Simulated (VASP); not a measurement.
K7NaCl8: single point with PBE

K7NaCl8:

```xyz
16
Lattice="8.0552 0.0524 -0.0749 0.0524 8.1439 0.0867 -0.0749 0.0867 8.1384" Properties=species:S:1:pos:R:3 pbc="T T T"
Na    4.6269    2.6429    6.4677
Cl    2.6151    4.0734    5.3855
Cl    6.6325    4.3856    6.3691
Cl    6.8684    7.2643    1.5772
Cl    7.7264    3.2656    2.6034
Cl    2.8553    6.8979    2.1556
Cl    5.7950    0.4187    5.4931
Cl    3.2367    3.0108    0.7499
Cl    1.7331    7.6362    6.4356
K     0.6674    5.6733    4.0280
K     0.1621    2.0509    5.3177
K     0.8236    5.4028    0.2773
K     5.0053    1.3360    2.7699
K     0.8993    0.9194    0.6460
K     4.8473    5.2018    3.5455
K     4.6769    6.4783    7.7742
```

- Program: VASP 6.6.1
- Task: single point
- Functional: PBE
- Potentials or basis: VASP PAW PBE potentials, release 64 (Na_pv, Cl, K_sv)
- Cutoff: 520 eV
- k mesh: 1 × 1 × 1
- Occupations: fermi-dirac, width 0.05 eV
- Spin: no spin polarisation
- Dipole correction: no
- Further INCAR settings: LREAL = Auto; ALGO = Normal; EDIFF = 1e-06; NBANDS = 77; ISYM = 0

| Quantity | Value |
| --- | --- |
| Pressure | 0.6 GPa |
| Largest force | 0.554 eV/Å |
| Band gap on the k mesh | 4.27 eV |

Forces in eV/Å, atoms in the order of the input:
```
Na  -0.365 -0.048  0.362
Cl   0.447 -0.301 -0.086
Cl  -0.096  0.191  0.007
Cl  -0.184 -0.089  0.250
Cl  -0.409 -0.099 -0.334
Cl   0.036  0.175  0.000
Cl  -0.275  0.001  0.075
Cl   0.339 -0.059  0.019
Cl  -0.022  0.067 -0.004
K   -0.063  0.528  0.154
K    0.493 -0.179 -0.017
K    0.190 -0.397 -0.148
K   -0.145 -0.107 -0.299
K    0.242  0.278  0.288
K    0.089  0.033  0.023
K   -0.278  0.006 -0.289
```

Stress tensor (GPa, compression positive):
```
 0.29 -0.06  0.24
-0.06  0.46 -0.14
 0.24 -0.14  0.96
```

Levels at points of the mesh, in eV from the valence-band top:
| k point | band 61 | band 62 | band 63 | band 64 | band 65 | band 66 |
| --- | --- | --- | --- | --- | --- | --- |
| (0.00, 0.00, 0.00) | -0.13 | -0.08 | 0.00 | 4.27 | 6.19 | 6.47 |

Run time: 43 s on 1 thread of Intel(R) Xeon(R) 6975P-C (Granite Rapids), on a shared host, peak memory 0.5 GiB.

Caveat: the k points lie up to 0.78 Å⁻¹ apart.
